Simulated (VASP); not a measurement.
# Cs2AgMoF6 (Fm-3m) in VASP: single point with PBE+U

Aim: the single point of Cs2AgMoF6 with PBE+U.

Everything below comes from runs of VASP 6.6.1. Logs are shortened: lines on timing, memory, paths and dates and some standing lists are left out, and cuts for length are marked.

## 1. The cell of the first run

It takes space group Fm-3m (No. 225, cubic). The conventional cell has a = 9.193 Å, b = 9.193 Å, c = 9.193 Å, α = 90.00°, β = 90.00°, γ = 90.00°. Cs (site symmetry -43m) has 12 F at 3.26 Å and 4 Ag at 3.98 Å and 4 Mo at 3.98 Å within 4.3 Å. Ag (site symmetry m-3m) has 6 F at 2.50 Å within 3.3 Å. Mo (site symmetry m-3m) has 6 F at 2.09 Å within 2.8 Å. Within 2.8 Å of F (site symmetry 4mm) lie 1 Mo at 2.09 Å and 1 Ag at 2.50 Å.

## 2. Single point, PBE+U, collinear spin

Contents of INCAR:

```
SYSTEM = Cs2AgMoF6
PREC = Accurate
ENCUT = 520
EDIFF = 1E-6
ISMEAR = 0
SIGMA = 0.05
LREAL = .False.
LASPH = .True.
NELM = 150
ALGO = Normal
ISIF = 2
LWAVE = .False.
LCHARG = .False.
ISPIN = 2
MAGMOM = 0 0 0 1.95 0 0 0 0 0 0
LORBIT = 11
LMAXMIX = 4
LDAU = .True.
LDAUTYPE = 2
LDAUL = -1 -1 2 -1
LDAUU = 0 0 4.38 0
LDAUJ = 0 0 0 0
LDAUPRINT = 1
GGA = PE
NBANDS = 58
```

Contents of KPOINTS:

```
Automatic mesh
0
Gamma
  4 4 4
  0 0 0
```

Contents of POSCAR:

```
Cs2AgMoF6
1.0
    0.0000000000      4.5963948480      4.5963948480
    4.5963948480      0.0000000000      4.5963948480
    4.5963948480      4.5963948480      0.0000000000
Cs Ag Mo F
2 1 1 6
Direct
    0.2500000000      0.2500000000      0.2500000000
    0.7500000000      0.7500000000      0.7500000000
    0.5000000000      0.5000000000      0.5000000000
    0.0000000000      0.0000000000      0.0000000000
    0.2277243390      0.2277243390      0.7722756610
    0.2277243390      0.7722756610      0.7722756610
    0.7722756610      0.7722756610      0.2277243390
    0.2277243390      0.7722756610      0.2277243390
    0.7722756610      0.2277243390      0.7722756610
    0.7722756610      0.2277243390      0.2277243390
```

Potentials or basis: VASP PAW PBE potentials, release 64 (Cs_sv, Ag, Mo_sv, F).

Run with:

```
cat potpaw_PBE.64/Cs_sv/POTCAR potpaw_PBE.64/Ag/POTCAR potpaw_PBE.64/Mo_sv/POTCAR potpaw_PBE.64/F/POTCAR > POTCAR
mpirun -np 1 vasp_std > vasp.out
```

OUTCAR:

```text
SYSTEM = Cs2AgMoF6
   PREC = Accurate
   ENCUT = 520
   EDIFF = 1E-6
   ISMEAR = 0
   LREAL = .False.
   LASPH = .True.
   NELM = 150
   ISIF = 2
   ISPIN = 2
   LORBIT = 11
   GGA = PE

 ion  position               nearest neighbor table
   1  0.250  0.250  0.250-
   2  0.750  0.750  0.750-
   3  0.500  0.500  0.500-   5 2.50   6 2.50   7 2.50   8 2.50   9 2.50  10 2.50
   4  0.000  0.000  0.000-   5 2.09   6 2.09   7 2.09   8 2.09   9 2.09  10 2.09
   5  0.228  0.228  0.772-   4 2.09   3 2.50
   6  0.228  0.772  0.772-   4 2.09   3 2.50
   7  0.772  0.772  0.228-   4 2.09   3 2.50
   8  0.228  0.772  0.228-   4 2.09   3 2.50
   9  0.772  0.228  0.772-   4 2.09   3 2.50
  10  0.772  0.228  0.228-   4 2.09   3 2.50

  LATTYP: Found a face centered cubic cell.
 ALAT       =     9.1927896960

  Lattice vectors:

 A1 = (   0.0000000000,   4.5963948480,   4.5963948480)
 A2 = (   4.5963948480,   0.0000000000,   4.5963948480)
 A3 = (   4.5963948480,   4.5963948480,   0.0000000000)

Analysis of symmetry for initial positions (statically):
=====================================================================
 Subroutine PRICEL returns:
 Original cell was already a primitive cell.

 Routine SETGRP: Setting up the symmetry group for a
 face centered cubic supercell.

 Subroutine GETGRP returns: Found 48 space group operations
 (whereof 48 operations were pure point group operations)
 out of a pool of 48 trial point group operations.

The static configuration has the point symmetry O_h .

Analysis of symmetry for dynamics (positions and initial velocities):
=====================================================================
 Subroutine PRICEL returns:
 Original cell was already a primitive cell.

 Routine SETGRP: Setting up the symmetry group for a
 face centered cubic supercell.

 Subroutine GETGRP returns: Found 48 space group operations
 (whereof 48 operations were pure point group operations)
 out of a pool of 48 trial point group operations.

The dynamic configuration has the point symmetry O_h .

Analysis of structural, dynamic, and magnetic symmetry:
=====================================================================
 Subroutine PRICEL returns:
 Original cell was already a primitive cell.

 Routine SETGRP: Setting up the symmetry group for a
 face centered cubic supercell.

 Subroutine GETGRP returns: Found 48 space group operations
 (whereof 48 operations were pure point group operations)
 out of a pool of 48 trial point group operations.

The overall configuration has the point symmetry O_h .

 Subroutine INISYM returns: Found 48 space group operations
 (whereof 48 operations are pure point group operations),
 and found     1 'primitive' translations

----------------------------------------------------------------------------------------

                                     Primitive cell

  volume of cell :     194.2146

  direct lattice vectors                    reciprocal lattice vectors
     0.000000000  4.596394848  4.596394848    -0.108780907  0.108780907  0.108780907
     4.596394848  0.000000000  4.596394848     0.108780907 -0.108780907  0.108780907
     4.596394848  4.596394848  0.000000000     0.108780907  0.108780907 -0.108780907

  length of vectors
     6.500283932  6.500283932  6.500283932     0.188414058  0.188414058  0.188414058

  position of ions in fractional coordinates (direct lattice)
     0.250000000  0.250000000  0.250000000
     0.750000000  0.750000000  0.750000000
     0.500000000  0.500000000  0.500000000
[... 106 lines left out ...]
   AEXX    =    0.0000 exact exchange contribution
   IVDW    =     0    specifies the selected vdW correction
   LEPSILON=     F    determine dielectric tensor
   LRPA    =     F    only Hartree local field effects (RPA)
 spin polarized calculation
 Gauss-broadening in eV      SIGMA  =   0.05
  energy-cutoff  :      520.00
  volume of cell :      194.21
 maximum number of plane-waves:      5238
   NGX = 25   NGY = 25   NGZ = 25

atom =   4  type =  3  l = 2

 onsite density matrix

spin component  1

  0.9179  0.0000  0.0000 -0.0000 -0.0000
  0.0000  0.9179  0.0000  0.0000  0.0000
  0.0000  0.0000  0.2110  0.0000  0.0000
 -0.0000  0.0000  0.0000  0.9179 -0.0000
 -0.0000  0.0000  0.0000 -0.0000  0.2110

spin component  2

  0.0482 -0.0000 -0.0000  0.0000  0.0000
 -0.0000  0.0482 -0.0000 -0.0000 -0.0000
 -0.0000 -0.0000  0.1736 -0.0000 -0.0000
  0.0000 -0.0000 -0.0000  0.0482  0.0000
  0.0000 -0.0000 -0.0000  0.0000  0.1736

 occupancies and eigenvectors

  o =  0.0482  v =  0.0000  0.0000  0.0000  0.0000  0.0000  1.0000  0.0000  0.0000  0.0000  0.0000      0.0000  0.0000  0.0000  0.0000  0.0000  0.0000  0.0000  0.0000  0.0000  0.0000
  o =  0.0482  v =  0.0000  0.0000  0.0000  0.0000  0.0000  0.0000  0.0001 -0.0000  1.0000  0.0000      0.0000  0.0000  0.0000  0.0000  0.0000  0.0000  0.0000  0.0000  0.0000  0.0000
  o =  0.0482  v =  0.0000  0.0000  0.0000  0.0000  0.0000  0.0000 -1.0000 -0.0000  0.0001 -0.0000      0.0000  0.0000  0.0000  0.0000  0.0000  0.0000  0.0000  0.0000  0.0000  0.0000
  o =  0.1736  v =  0.0000  0.0000  0.0000  0.0000  0.0000  0.0000 -0.0000  0.9992  0.0000  0.0403      0.0000  0.0000  0.0000  0.0000  0.0000  0.0000  0.0000  0.0000  0.0000  0.0000
  o =  0.1736  v =  0.0000  0.0000  0.0000  0.0000  0.0000  0.0000  0.0000 -0.0403  0.0000  0.9992      0.0000  0.0000  0.0000  0.0000  0.0000  0.0000  0.0000  0.0000  0.0000  0.0000
  o =  0.2110  v =  0.0000  0.0000 -0.0594 -0.0000  0.9982  0.0000  0.0000  0.0000  0.0000  0.0000      0.0000  0.0000  0.0000  0.0000  0.0000  0.0000  0.0000  0.0000  0.0000  0.0000
  o =  0.2110  v =  0.0000 -0.0000 -0.9982 -0.0000 -0.0594  0.0000  0.0000  0.0000  0.0000  0.0000      0.0000  0.0000  0.0000  0.0000  0.0000  0.0000  0.0000  0.0000  0.0000  0.0000
  o =  0.9179  v =  0.0000  0.9904 -0.0000 -0.1381  0.0000  0.0000  0.0000  0.0000  0.0000  0.0000      0.0000  0.0000  0.0000  0.0000  0.0000  0.0000  0.0000  0.0000  0.0000  0.0000
  o =  0.9179  v =  0.0000  0.1381 -0.0000  0.9904  0.0000  0.0000  0.0000  0.0000  0.0000  0.0000      0.0000  0.0000  0.0000  0.0000  0.0000  0.0000  0.0000  0.0000  0.0000  0.0000
  o =  0.9179  v =  1.0000  0.0000  0.0000  0.0000  0.0000  0.0000  0.0000  0.0000  0.0000  0.0000      0.0000  0.0000  0.0000  0.0000  0.0000  0.0000  0.0000  0.0000  0.0000  0.0000

 number of electron      84.9999990 magnetization       3.0000229

 Free energy of the ion-electron system (eV)
  ---------------------------------------------------
  ext. energy  EPLUGINS =         0.00000000
  ---------------------------------------------------
  free energy    TOTEN  =       -46.58108987 eV

  energy without entropy =      -46.58108987  energy(sigma->0) =      -46.58108987

 E-fermi :   1.4064     XC(G=0):  -9.1085

 val. band max:        1.1702883953   @ k =   0.0000   0.0000   0.0000
 cond. band min:       3.9216717639   @ k =   0.0000   0.0000   0.0000
 fundamental gap:      2.7513833687
 Fermi energy:         1.4063776725

 spin component 1

 k-point     1 :       0.0000    0.0000    0.0000
  band No.  band energies     occupation
      1     -59.7843      1.00000
      2     -33.9836      1.00000
      3     -33.9836      1.00000
      4     -33.9834      1.00000
      5     -20.9595      1.00000
      6     -20.7049      1.00000
[... 445 lines left out ...]
     53       9.0507      0.00000
     54       9.4420      0.00000
 Fermi energy:         1.4063776725

 spin component 2

 k-point     1 :       0.0000    0.0000    0.0000
  band No.  band energies     occupation
      1     -57.9735      1.00000
      2     -32.0015      1.00000
      3     -32.0015      1.00000
      4     -32.0015      1.00000
      5     -20.9077      1.00000
      6     -20.6546      1.00000
[... 445 lines left out ...]
     53       9.3083      0.00000
     54       9.5000      0.00000
 [bands above 54 left out]

------------------------ aborting loop because EDIFF is reached ----------------------------------------

  FORCE on cell =-STRESS in cart. coord.  units (eV):
  Direction    XX          YY          ZZ          XY          YZ          ZX
  --------------------------------------------------------------------------------------
  -------------------------------------------------------------------------------------
  Total        0.5811244      0.5811244      0.5811244     -0.0000000     -0.0000000      0.0000000
  in kB        4.7939967      4.7939967      4.7939967     -0.0000000     -0.0000000      0.0000000
  external PRESSURE =       4.7939967 kB  Pullay stress =       0.0000000 kB

 VOLUME and BASIS-vectors are now :
 -----------------------------------------------------------------------------
  energy-cutoff  :      520.00
  volume of cell :      194.21
      direct lattice vectors                 reciprocal lattice vectors
     0.000000000  4.596394848  4.596394848    -0.108780907  0.108780907  0.108780907
     4.596394848  0.000000000  4.596394848     0.108780907 -0.108780907  0.108780907
     4.596394848  4.596394848  0.000000000     0.108780907  0.108780907 -0.108780907

 POSITION                                       TOTAL-FORCE (eV/Angst)
 -----------------------------------------------------------------------------------
      2.29820      2.29820      2.29820        -0.000000      0.000000     -0.000000
      6.89459      6.89459      6.89459        -0.000000      0.000000     -0.000000
      4.59639      4.59639      4.59639        -0.000000      0.000000     -0.000000
      0.00000      0.00000      0.00000        -0.000000      0.000000     -0.000000
      4.59639      4.59639      2.09342        -0.000000      0.000000      0.171798
      7.09937      4.59639      4.59639        -0.171798      0.000000     -0.000000
      4.59639      4.59639      7.09937        -0.000000      0.000000     -0.171798
      4.59639      2.09342      4.59639        -0.000000      0.171798     -0.000000
      4.59639      7.09937      4.59639        -0.000000     -0.171798     -0.000000
      2.09342      4.59639      4.59639         0.171798      0.000000     -0.000000
 -----------------------------------------------------------------------------------
    total drift:                               -0.000000      0.000000      0.000000

  FREE ENERGIE OF THE ION-ELECTRON SYSTEM (eV)
  ---------------------------------------------------
  free  energy   TOTEN  =       -46.5810898703 eV

  energy  without entropy=      -46.5810898703  energy(sigma->0) =      -46.58108987

 total charge

# of ion       s       p       d       tot
------------------------------------------
    1        1.833   4.720   0.022   6.575
    2        1.833   4.720   0.022   6.575
    3        0.108   0.085   9.437   9.631
    4        2.204   6.137   3.628  11.969
    5        1.734   4.346   0.000   6.081
    6        1.734   4.346   0.000   6.081
    7        1.734   4.346   0.000   6.081
    8        1.734   4.346   0.000   6.081
    9        1.734   4.346   0.000   6.081
   10        1.734   4.346   0.000   6.081
--------------------------------------------------
tot         16.382  41.742  13.109  71.233

 magnetization (x)

# of ion       s       p       d       tot
------------------------------------------
    1       -0.000  -0.000   0.000  -0.000
    2       -0.000  -0.000   0.000  -0.000
    3       -0.001  -0.001  -0.002  -0.004
    4        0.020   0.020   2.668   2.708
    5        0.000   0.022   0.000   0.022
    6        0.000   0.022   0.000   0.022
    7        0.000   0.022   0.000   0.022
    8        0.000   0.022   0.000   0.022
    9        0.000   0.022   0.000   0.022
   10        0.000   0.022   0.000   0.022
--------------------------------------------------
tot          0.019   0.151   2.666   2.836
```

It took 5.7 min on 1 thread of Intel Xeon 8259CL, shared host; peak memory 0.49 GiB.

Results:

| Item | Value |
| --- | --- |
| Free energy | -46.5811 eV |
| Pressure | 0.5 GPa |
| Largest force | 0.172 eV/Å |
| Band gap on the k mesh | 2.75 eV |
| Net moment | 3.00 μB per cell |
| Site moments | Cs -0.00; Ag -0.00; Mo +2.71; F +0.02 μB |
| Valence electrons inside the program's atomic spheres | Cs 6.58; Ag 9.63; Mo 11.97; F 6.08 |

Forces in eV/Å, atoms in the order of the input:
```
Cs   0.000  0.000  0.000
Cs   0.000  0.000  0.000
Ag   0.000  0.000  0.000
Mo   0.000  0.000  0.000
F    0.000  0.000  0.172
F   -0.172  0.000  0.000
F    0.000  0.000 -0.172
F    0.000  0.172  0.000
F    0.000 -0.172  0.000
F    0.172  0.000  0.000
```

Eigenvalues of the final occupation matrices:
| site | spin | trace | eigenvalues |
| --- | --- | --- | --- |
| site 4 d | 1 | 3.18 | 0.21 0.21 0.92 0.92 0.92 |
| site 4 d | 2 | 0.49 | 0.05 0.05 0.05 0.17 0.17 |

Caveat: spin-orbit coupling is left out, which moves the levels of the heavy elements. A k mesh can miss the band edges.
